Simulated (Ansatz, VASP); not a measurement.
# In4P: VASP beside Ansatz

File INCAR:

```
SYSTEM = In4P
PREC = Accurate
ENCUT = 600
EDIFF = 1E-7
ISMEAR = 0
SIGMA = 0.1
LREAL = .FALSE.
LASPH = .TRUE.
NELM = 80
ALGO = Normal
ISIF = 3
LWAVE = .FALSE.
LCHARG = .FALSE.
GGA = PE
IBRION = 2
NSW = 100
EDIFFG = -0.01
```

The input KPOINTS:

```
Automatic mesh
0
G
  8 8 8
  0 0 0
```

POSCAR

```
In4P
1.0
   -3.2664159788      3.2664159788      3.2664159788
    3.2664159788     -3.2664159788      3.2664159788
    3.2664159788      3.2664159788     -3.2664159788
In P
4 1
Direct
    0.0000000000      0.0000000000      0.5000000000
    0.5000000000      0.0000000000      0.0000000000
    0.0000000000      0.5000000000      0.0000000000
    0.5000000000      0.5000000000      0.5000000000
    0.0000000000      0.0000000000      0.0000000000
```

Input for Ansatz:

```yaml
crystal:
  lattice:
    - [-3.2664159788, 3.2664159788, 3.2664159788]
    - [3.2664159788, -3.2664159788, 3.2664159788]
    - [3.2664159788, 3.2664159788, -3.2664159788]
  atoms:
    - { symbol: In, position: [0.0, 0.0, 0.5] }
    - { symbol: In, position: [0.5, 0.0, 0.0] }
    - { symbol: In, position: [0.0, 0.5, 0.0] }
    - { symbol: In, position: [0.5, 0.5, 0.5] }
    - { symbol: P, position: [0.0, 0.0, 0.0] }
basis:
  ecutwfc: 420
kpoints:
  mp_grid: { grid: [8, 8, 8] }
hamiltonian:
  xc: pbe
scf:
  occupations: { method: gaussian, width: 0.1 }
output:
  forces: true
  stress: true
  eigenvalues: true
relax:
  adjacent_minimum: "off"
  f_tol: 0.01
  max_steps: 80
  cell: { stress_tol: 0.05 }
```

Change from the starting cell: species swapped into the Hg4Pt type (Im-3m, No. 229).

Alike in both runs: task relaxation of cell and atoms; functional PBE; k mesh 8 × 8 × 8; occupations gaussian, width 0.1 eV; no spin polarisation.

```csv
,VASP,Ansatz
version,VASP 6.6.1,Ansatz 0.2.0
potentials or method,"VASP PAW PBE potentials, release 64 (In_d, P), cutoff 600 eV","scalar-relativistic, plane waves, PAW"
valence electrons in the cell,57,57
```

|  | VASP | Ansatz | Ansatz less VASP |
| --- | --- | --- | --- |
| gap on the k mesh at the Fermi level, each at its own relaxed structure (eV) | none | none | - |
| relaxed volume (Å³/atom) | 28.73 | 28.72 | -0.003 |
| relaxed cell length with the largest relative difference (Å) | 5.714 | 5.714 | -0.0002 |

A gap of «none» marks a metal or a gap that the smearing closes.
